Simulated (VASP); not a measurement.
# TaH4 (P-3m1) in VASP: single point with PBE

Aim: the single point of TaH4 with PBE.

All numbers are computed with VASP 6.6.1; they aren't measurements. Logs are shortened: lines on timing, memory, paths and dates and some standing lists are left out, and cuts for length are marked.

## Step 1: The cell of the first run

The structure is trigonal, space group P-3m1 (No. 164). Conventional cell: a = 2.862 Å, b = 2.862 Å, c = 8.839 Å, α = 90.00°, β = 90.00°, γ = 120.00°. Within 2.7 Å of Ta (site symmetry -3m) lie 6 H at 2.01 Å. H (site symmetry 3m) has 1 H at 0.75 Å within 1.0 Å. H (site symmetry 3m) has 3 Ta at 2.01 Å within 2.7 Å.

## Step 2: Single point, PBE

INCAR reads:

```
PREC = Accurate ; ENCUT = 520
EDIFF = 1E-7 ; ISMEAR = 0
SIGMA = 0.2 ; LREAL = False
LASPH = True ; NELM = 80
ALGO = Normal ; ISIF = 2
LWAVE = False ; LCHARG = False
GGA = PE ; NBANDS = 26
```

KPOINTS reads:

```
regular mesh
0
Gamma
  12 12 2
```

POSCAR reads:

```
TaH4
1.0
    2.8621747456      0.0000000000      0.0000000000
   -1.4310873728      2.4787160398      0.0000000000
    0.0000000000      0.0000000000     17.6774949301
Ta H
2 8
Direct
    0.0000000000      1.0000000000      0.0000000000
    0.0000000000      1.0000000000      0.5000000000
    0.0000000000      1.0000000000      0.2288423500
    0.0000000000      1.0000000000      0.7288423500
    0.0000000000      0.0000000000      0.2711576500
    0.0000000000      0.0000000000      0.7711576500
    0.6666666667      0.3333333333      0.4353959241
    0.6666666667      0.3333333333      0.9353959241
    0.3333333333      0.6666666667      0.0646040759
    0.3333333333      0.6666666667      0.5646040759
```

Potentials or basis: VASP PAW PBE potentials, release 64 (Ta_pv, H).

Command:

```
$ cat potpaw_PBE.64/Ta_pv/POTCAR potpaw_PBE.64/H/POTCAR > POTCAR
$ mpirun -np 1 vasp_std > vasp.out
```

OUTCAR:

```text
PREC = Accurate
   ENCUT = 520
   EDIFF = 1E-7
   ISMEAR = 0
   LREAL = False
   LASPH = True
   NELM = 80
   ISIF = 2
   GGA = PE

 ion  position               nearest neighbor table
   1  0.000  0.000  0.000-   8 2.01   9 2.01   8 2.01   9 2.01   8 2.01   9 2.01
   2  0.000  0.000  0.500-   7 2.01  10 2.01   7 2.01  10 2.01   7 2.01  10 2.01
   3  0.000  0.000  0.229-   5 0.75
   4  0.000  0.000  0.729-   6 0.75
   5  0.000  0.000  0.271-   3 0.75
   6  0.000  0.000  0.771-   4 0.75
   7  0.667  0.333  0.435-   2 2.01   2 2.01   2 2.01
   8  0.667  0.333  0.935-   1 2.01   1 2.01   1 2.01
   9  0.333  0.667  0.065-   1 2.01   1 2.01   1 2.01
  10  0.333  0.667  0.565-   2 2.01   2 2.01   2 2.01

  LATTYP: Found a hexagonal cell.
 ALAT       =     2.8621747456
 C/A-ratio  =     6.1762458624

  Lattice vectors:

 A1 = (   2.8621747456,   0.0000000000,   0.0000000000)
 A2 = (  -1.4310873728,   2.4787160398,   0.0000000000)
 A3 = (   0.0000000000,   0.0000000000,  17.6774949301)

Analysis of symmetry for initial positions (statically):
=====================================================================
 Subroutine PRICEL returns following result:

  LATTYP: Found a hexagonal cell.
 ALAT       =     2.8621747456
 C/A-ratio  =     3.0881229312

  Lattice vectors:

 A1 = (   2.8621747456,   0.0000000000,   0.0000000000)
 A2 = (  -1.4310873728,   2.4787160398,   0.0000000000)
 A3 = (   0.0000000000,   0.0000000000,   8.8387474650)

   2 primitive cells build up your supercell.

 Routine SETGRP: Setting up the symmetry group for a
 hexagonal supercell.

 Subroutine GETGRP returns: Found 12 space group operations
 (whereof 12 operations were pure point group operations)
 out of a pool of 24 trial point group operations.

The static configuration has the point symmetry D_3d.

Analysis of symmetry for dynamics (positions and initial velocities):
=====================================================================
 Subroutine PRICEL returns following result:

  LATTYP: Found a hexagonal cell.
 ALAT       =     2.8621747456
 C/A-ratio  =     3.0881229312

  Lattice vectors:

 A1 = (   2.8621747456,   0.0000000000,   0.0000000000)
 A2 = (  -1.4310873728,   2.4787160398,   0.0000000000)
 A3 = (   0.0000000000,   0.0000000000,   8.8387474650)

   2 primitive cells build up your supercell.

 Routine SETGRP: Setting up the symmetry group for a
 hexagonal supercell.

 Subroutine GETGRP returns: Found 12 space group operations
 (whereof 12 operations were pure point group operations)
 out of a pool of 24 trial point group operations.

The dynamic configuration has the point symmetry D_3d.

 Subroutine INISYM returns: Found 12 space group operations
 (whereof 12 operations are pure point group operations),
 and found     2 'primitive' translations

----------------------------------------------------------------------------------------

                                     Primitive cell

  volume of cell :      62.7067

  direct lattice vectors                    reciprocal lattice vectors
     2.862174746  0.000000000  0.000000000     0.349384677  0.201717338  0.000000000
    -1.431087373  2.478716040  0.000000000     0.000000000  0.403434675  0.000000000
     0.000000000  0.000000000  8.838747465     0.000000000  0.000000000  0.113138202

  length of vectors
     2.862174746  2.862174746  8.838747465     0.403434675  0.403434675  0.113138202

  position of ions in fractional coordinates (direct lattice)
     0.000000000  0.000000000  0.000000000
     0.000000000  0.000000000  0.457684700
     0.000000000  0.000000000  0.542315300
     0.666666667  0.333333333  0.870791848
     0.333333333  0.666666667  0.129208152

  ion indices of the primitive-cell ions
   primitive index   ion index
                 1           1
                 2           3
                 3           6
                 4           8
                 5           9

----------------------------------------------------------------------------------------

 KPOINTS: regular mesh

Automatic generation of k-mesh.
 Grid dimensions read from file:
 generate k-points for:   12   12    2

 Generating k-lattice:

  Cartesian coordinates                     Fractional coordinates (reciprocal lattice)
     0.029115390  0.016809778  0.000000000     0.083333333  0.000000000  0.000000000
     0.000000000  0.033619556  0.000000000     0.000000000  0.083333333  0.000000000
     0.000000000  0.000000000  0.028284551     0.000000000  0.000000000  0.500000000

  Length of vectors
     0.033619556  0.033619556  0.028284551

  Shift w.r.t. Gamma in fractional coordinates (k-lattice)
     0.000000000  0.000000000  0.000000000

 Subroutine IBZKPT returns following result:
 ===========================================

 Found     38 irreducible k-points:

 Following reciprocal coordinates:
            Coordinates               Weight
  0.000000  0.000000  0.000000      1.000000
  0.083333  0.000000  0.000000      6.000000
  0.166667 -0.000000  0.000000      6.000000
  0.250000  0.000000  0.000000      6.000000
  0.333333 -0.000000  0.000000      6.000000
  0.416667  0.000000  0.000000      6.000000
[... 16 lines left out ...]
  0.250000  0.000000  0.500000      6.000000
  0.333333 -0.000000  0.500000      6.000000
 [... further k-points ...]
   k-points           NKPTS =     38   k-points in BZ     NKDIM =     38   number of bands    NBANDS=     26
   number of dos      NEDOS =    301   number of ions     NIONS =     10
   total plane-waves  NPLWV =  80640
   dimension x,y,z NGX =    24 NGY =   24 NGZ =  140
   dimension x,y,z NGXF=    48 NGYF=   48 NGZF=  280
   ions per type =               2   8
   NGX,Y,Z   is equivalent  to a cutoff of  13.94, 13.94, 13.17 a.u.
   NGXF,Y,Z  is equivalent  to a cutoff of  27.88, 27.88, 26.33 a.u.
 SYSTEM =  unknown system
   PREC   = accura    normal or accurate (medium, high low for compatibility)
   ISTART =      0    job   : 0-new  1-cont  2-samecut
   ICHARG =      2    charge: 1-file 2-atom 10-const
   ISPIN  =      1    spin polarized calculation?
   LNONCOLLINEAR =      F non collinear calculations
   LSORBIT =      F    spin-orbit coupling
   LASPH  =      T    aspherical Exc in radial PAW
   ENCUT  =  520.0 eV  38.22 Ry    6.18 a.u.   5.32  5.32 32.87*2*pi/ulx,y,z
   NELM   =     80;   NELMIN=  2; NELMDL= -5     # of ELM steps
   EDIFF  = 0.1E-06   stopping-criterion for ELM
   LREAL  =      F    real-space projection
   EDIFFG = 0.1E-05   stopping-criterion for IOM
   NSW    =      0    number of steps for IOM
   IBRION =     -1    ionic relax: 0-MD 1-quasi-New 2-CG
   NFREE  =      0    steps in history (QN), initial steepest desc. (CG)
   ISIF   =      2    stress and relaxation
   ISYM   =      2    0-nonsym 1-usesym 2-fastsym
   POTIM  = 0.5000    time-step for ionic-motion
   TEBEG  =    0.0;   TEEND  =   0.0 temperature during run
   PSTRESS=    0.0 pullay stress
   NELECT =      30.0000    total number of electrons
   NUPDOWN=      -1.0000    fix difference up-down
   EMIN   =  10.00;   EMAX   =-10.00  energy-range for DOS
   EFERMI =   0.00;   METHOD = LEGACY
   ISMEAR =     0;   SIGMA  =   0.20  broadening in eV -4-tet -1-fermi 0-gaus
   EFERMI_NEDOS =   21; number of points for ismear=-14 and -15
   IALGO  =     38    algorithm
   IMIX   =      4    mixing-type and parameters
     AMIX     =   0.40;   BMIX     =  1.00
     AMIX_MAG =   1.60;   BMIX_MAG =  1.00
  volume/ion in A,a.u.               =      12.54        84.63
  Fermi-wavevector in a.u.,A,eV,Ry     =   1.016250  1.920435 14.051617  1.032765
  Thomas-Fermi vector in A             =   2.149583
   LORBIT       =      0    0 simple, 1 ext, 2 COOP (PROOUT), +10 PAW based schemes
   GGA     = PE    functional components
   LHFCALC =     F    Hartree Fock is set to
   AEXX    =    0.0000 exact exchange contribution
   IVDW    =     0    specifies the selected vdW correction
   LEPSILON=     F    determine dielectric tensor
   LRPA    =     F    only Hartree local field effects (RPA)
 non-spin polarized calculation
 Gauss-broadening in eV      SIGMA  =   0.20
  energy-cutoff  :      520.00
  volume of cell :      125.41
 maximum number of plane-waves:      3407
 NGX is ok and might be reduce to    24
   NGX = 11   NGY = 11   NGZ = 65

 number of electron      30.0000002 magnetization

 Free energy of the ion-electron system (eV)
  ---------------------------------------------------
  ext. energy  EPLUGINS =         0.00000000
  ---------------------------------------------------
  free energy    TOTEN  =       -49.71713553 eV

  energy without entropy =      -49.68476215  energy(sigma->0) =      -49.70094884

 E-fermi :  -0.1122     XC(G=0):  -7.5767

 val. band max:       -0.2350302010   @ k =   0.2500   0.0833   0.0000
 cond. band min:       0.0400767954   @ k =   0.0000   0.0000   0.0000
 fundamental gap:      0.2751069965
 Fermi energy:        -0.1122458697

 k-point     1 :       0.0000    0.0000    0.0000
  band No.  band energies     occupation
      1     -35.2251      2.00000
      2     -35.2251      2.00000
      3     -34.2062      2.00000
      4     -34.2062      2.00000
      5     -34.2062      2.00000
      6     -34.2062      2.00000
[... 18 lines left out ...]
     25       5.8447      0.00000
     26       6.3075      0.00000

 k-point     2 :       0.0833    0.0000    0.0000
  band No.  band energies     occupation
      1     -35.2121      2.00000
      2     -35.2121      2.00000
      3     -34.2913      2.00000
      4     -34.2913      2.00000
      5     -34.2248      2.00000
      6     -34.2248      2.00000
[... 18 lines left out ...]
     25       6.2192      0.00000
[... 608 lines left out ...]
     25       6.6506      0.00000
     26       7.0532      0.00000

 k-point    24 :       0.3333   -0.0000    0.5000
  band No.  band energies     occupation
      1     -35.1064      2.00000
      2     -35.1064      2.00000
      3     -35.0750      2.00000
      4     -35.0750      2.00000
      5     -34.4104      2.00000
      6     -34.4104      2.00000
[... 18 lines left out ...]
     25       6.3308      0.00000
     26       6.8026      0.00000

 [... further k-points ...]
[... 5 lines left out ...]
  --------------------------------------------------------------------------------------
  -------------------------------------------------------------------------------------
  Total       -0.0171738     -0.0171738     -0.0508526      0.0000000      0.0000000      0.0000000
  in kB       -0.2193986     -0.2193986     -0.6496511      0.0000000      0.0000000      0.0000000
  external PRESSURE =      -0.3628161 kB  Pullay stress =       0.0000000 kB

 VOLUME and BASIS-vectors are now :
 -----------------------------------------------------------------------------
  energy-cutoff  :      520.00
  volume of cell :      125.41
      direct lattice vectors                 reciprocal lattice vectors
     2.862174746  0.000000000  0.000000000     0.349384677  0.201717338  0.000000000
    -1.431087373  2.478716040  0.000000000     0.000000000  0.403434675  0.000000000
     0.000000000  0.000000000 17.677494930     0.000000000  0.000000000  0.056569101

 POSITION                                       TOTAL-FORCE (eV/Angst)
 -----------------------------------------------------------------------------------
      0.00000      0.00000      0.00000        -0.000000      0.000000     -0.000000
      0.00000      0.00000      8.83875        -0.000000      0.000000     -0.000000
      0.00000      0.00000      4.04536        -0.000000     -0.000000      0.009609
      0.00000      0.00000     12.88411        -0.000000     -0.000000      0.009609
      0.00000      0.00000      4.79339         0.000000      0.000000     -0.009609
      0.00000      0.00000     13.63214         0.000000      0.000000     -0.009609
      1.43109      0.82624      7.69671         0.000000     -0.000000     -0.014772
      1.43109      0.82624     16.53546        -0.000000      0.000000     -0.014772
     -0.00000      1.65248      1.14204        -0.000000     -0.000000      0.014772
     -0.00000      1.65248      9.98079         0.000000     -0.000000      0.014772
 -----------------------------------------------------------------------------------
    total drift:                               -0.000000      0.000000      0.000000

  FREE ENERGIE OF THE ION-ELECTRON SYSTEM (eV)
  ---------------------------------------------------
  free  energy   TOTEN  =       -49.7171355296 eV

  energy  without entropy=      -49.6847621453  energy(sigma->0) =      -49.70094884
```

Run time: 2.7 min. Hardware: 1 thread of Intel Xeon 6975P-C (Granite Rapids), shared host; peak memory 0.32 GiB.

What came out:

```
Free energy            : -49.7171 eV
Pressure               : 0.0 GPa
Largest force          : 0.015 eV/Å
Band gap on the k mesh : zero (bands 15 and 16 overlap by 1.65 eV)
```

Forces in eV/Å, atoms in the order of the input:
```
Ta   0.000  0.000  0.000
Ta   0.000  0.000  0.000
H    0.000  0.000  0.010
H    0.000  0.000  0.010
H    0.000  0.000 -0.010
H    0.000  0.000 -0.010
H    0.000  0.000 -0.015
H    0.000  0.000 -0.015
H    0.000  0.000  0.015
H    0.000  0.000  0.015
```

Levels at points of the mesh, in eV from the Fermi level:
```tsv
k point	band 13	band 14	band 15	band 16	band 17	band 18	band 19	band 20
(0.00, 0.00, 0.00)	-2.41	-2.32	0.15	0.15	0.15	0.15	3.20	3.40
(0.50, 0.00, 0.00)	-3.52	-3.52	0.43	0.46	2.01	2.01	3.89	4.06
(0.00, 0.00, 0.50)	-2.36	-2.36	0.15	0.15	0.15	0.15	3.30	3.30
(0.50, 0.00, 0.50)	-3.52	-3.52	0.45	0.45	2.01	2.01	3.97	3.97
```

Caveat: spin-orbit coupling is left out, which moves the levels of the heavy elements.
